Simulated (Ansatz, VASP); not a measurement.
**One calculation of FeO, two programs**

Contents of POSCAR:

```
FeO
1.0
    1.5188209023      0.8768916568      2.5195772846
   -1.5188209023      0.8768916568      2.5195772846
    0.0000000000     -1.7537833136      2.5195772846
Fe O
1 1
Direct
    0.0000000000      0.0000000000      0.0000000000
    0.5000000000      0.5000000000      0.5000000000
```

The input INCAR.step1:

```
ALGO = Normal
EDIFF = 1E-5
ENCUT = 660
GGA = PE
GGA_COMPAT = False
ISMEAR = -1
ISPIN = 2
LASPH = True
LCHARG = False
LMAXMIX = 4
LREAL = False
LWAVE = True
MAGMOM = 3 0
NBANDS = 22
NELM = 200
PREC = Accurate
SIGMA = 0.05
```

INCAR.step2

```
ALGO = Normal
EDIFF = 1E-6
ENCUT = 660
GGA_COMPAT = False
ISIF = 2
ISMEAR = -1
ISPIN = 2
ISTART = 1
LASPH = True
LCHARG = False
LMAXMIX = 4
LMIXTAU = True
LORBIT = 11
LREAL = False
LWAVE = False
MAGMOM = 3 0
METAGGA = R2SCAN
NBANDS = 22
NELM = 200
PREC = Accurate
SIGMA = 0.05
```

KPOINTS

```
k-points
0
Gamma
  9 9 9
```

input.yaml

```yaml
crystal:
  lattice:
    - [1.5188209023, 0.8768916568, 2.5195772846]
    - [-1.5188209023, 0.8768916568, 2.5195772846]
    - [0.0, -1.7537833136, 2.5195772846]
  atoms:
    - { symbol: Fe, position: [0.0, 0.0, 0.0], spin: 3.0 }
    - { symbol: O, position: [0.5, 0.5, 0.5] }
hamiltonian:
  xc: r2scan
  pseudopotentials: { kind: paw }
magnetization:
  spin_polarized: true
kpoints:
  mp_grid: { grid: [9, 9, 9] }
  band_path:
    path:
      - [[0.0, 0.0, 0.0], [0.5, 0.0, 0.0], [0.5, 0.2474171719, -0.2474171719]]
      - [[0.7525828281, 0.5, 0.2474171719], [0.5, 0.5, 0.5], [0.0, 0.0, 0.0], [0.373708586, 0.0, -0.373708586]]
      - [[0.626291414, 0.373708586, 0.0], [0.5, 0.5, 0.0], [0.626291414, 0.626291414, 0.2474171719], [0.5, 0.5, 0.5]]
      - [[0.5, 0.0, 0.0], [0.7525828281, 0.373708586, 0.373708586]]
    npoints: 14
scf:
  occupations: { method: fermi_dirac, width: 0.05 }
  n_extra_bands: 6
output:
  forces: true
  stress: true
  eigenvalues: true
  fatbands: false
```

Alike in both runs: functional r2SCAN; k mesh 9 × 9 × 9; occupations fermi-dirac, width 0.05 eV; collinear spin.

```csv
,VASP,Ansatz
version,VASP 6.6.1,Ansatz 0.2.0
potentials or method,"VASP PAW PBE potentials, release 64 (Fe_sv, O)",Ansatz PAW
plane-wave cutoff (eV),660,500
valence electrons in the cell,22,22
task,single point,band structure
```

Ansatz gave:

* gap on the k mesh at the Fermi level (eV): none
* pressure (GPa): -5.7
* traceless stress, the component that is largest in VASP (GPa): -0.31
* net moment per atom (μB): 2.00
* size of the moment on the site where the two differ most (μB): 3.52

Q: Estimate VASP's values.

A: gap on the k mesh at the Fermi level (eV): none; pressure (GPa): -9.2; traceless stress, the component that is largest in VASP (GPa): -0.93; net moment per atom (μB): 2.00; size of the moment on the site where the two differ most (μB): 3.56.

VASP's potentials were made for PBE, not for r2SCAN. Site moments also hang on the region over which each program counts them. A gap of «none» marks a metal or a gap that the smearing closes. With one functional, cell and mesh, what is left measures potentials, basis and numerics.

Noted on Ansatz's run: the magnetic or orbital state may not be the lowest.
